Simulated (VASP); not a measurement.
Re: single point with PBEsol

The system is Re.

```
Re
1.0
     2.24406    0.00000    0.00000
     0.00000    2.24406    0.00000
     0.00000    0.00000    2.24406
Re
1
Direct
  0.00000 0.00000 0.00000
```

This cell differs from its parent crystal: volume scaled by 0.68.

```yaml
Program: VASP 6.6.1
Task: single point
Functional: PBEsol
Potentials_or_basis: VASP PAW PBE potentials, release 64 (Re)
Cutoff: 520 eV
k_mesh: 15 × 15 × 15
Occupations: fermi-dirac, width 0.1 eV
Spin: no spin polarisation
```

The pressure is 242.4 GPa.

Levels at points of the mesh, in eV from the Fermi level:
```tsv
k point	band 1	band 2	band 3	band 4	band 5	band 6
(0.00, 0.00, 0.00)	-12.15	-9.03	-9.03	6.36	6.36	6.36
```

It took 21 s on 1 thread of Intel Xeon 8259CL, with other jobs on the host, peak memory 0.13 GiB.

Caveat: the PAW data sets were made with another functional, which shifts forces and pressure a little; spin-orbit coupling is left out, which moves the levels of the heavy elements.
